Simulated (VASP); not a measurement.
Runs of VASP 6.6.1 on CdTe. The structure is that of space group I-4m2 (No. 119), or close to it. The cells are those of the table. 

```csv
level,cell,smearing,gap on the mesh (eV),pressure (GPa)
PBE,"a = 4.612, b = 4.612, c = 4.778 Å, angles 58.8, 58.8, 62.4°, 2 atoms",fermi-dirac 0.02 eV,(d),0.4
r2SCAN,"a = 4.660, b = 4.660, c = 4.499 Å, angles 61.1, 61.1, 57.7°, 2 atoms",gaussian 0.01 eV,1.13,1.0
r2SCAN,"a = 4.670, b = 4.670, c = 4.453 Å, angles 61.5, 61.5, 57.0°, 2 atoms",gaussian 0.01 eV,1.10,(a)
PBE,"a = 4.603, b = 4.603, c = 4.824 Å, angles 58.4, 58.4, 63.2°, 2 atoms",fermi-dirac 0.02 eV,(b),0.3
PBE,"a = 4.660, b = 4.660, c = 4.499 Å, angles 61.1, 61.1, 57.7°, 2 atoms",fermi-dirac 0.02 eV,0.63,(c)
PBE,"a = 4.621, b = 4.621, c = 4.731 Å, angles 59.2, 59.2, 61.6°, 2 atoms",fermi-dirac 0.02 eV,0.53,0.7
PBE,"a = 4.670, b = 4.670, c = 4.453 Å, angles 61.5, 61.5, 57.0°, 2 atoms",fermi-dirac 0.02 eV,0.61,2.4
```

Alike in all rows: task single point; potentials or basis VASP PAW PBE potentials, release 64 (Cd, Te); no spin polarisation; k mesh 6 × 6 × 6; cutoff (eV) 520.

**Question.** Estimate the missing entries.

**Answer.** (a) 1.3; (b) 0.41; (c) 2.0; (d) 0.47.

Caveats: spin-orbit coupling is left out, which moves the levels of the heavy elements; the PAW data sets were made with another functional, which shifts forces and pressure a little (some runs).

A k mesh can miss the band edges, and the runs leave out spin-orbit coupling on Cd, Te.
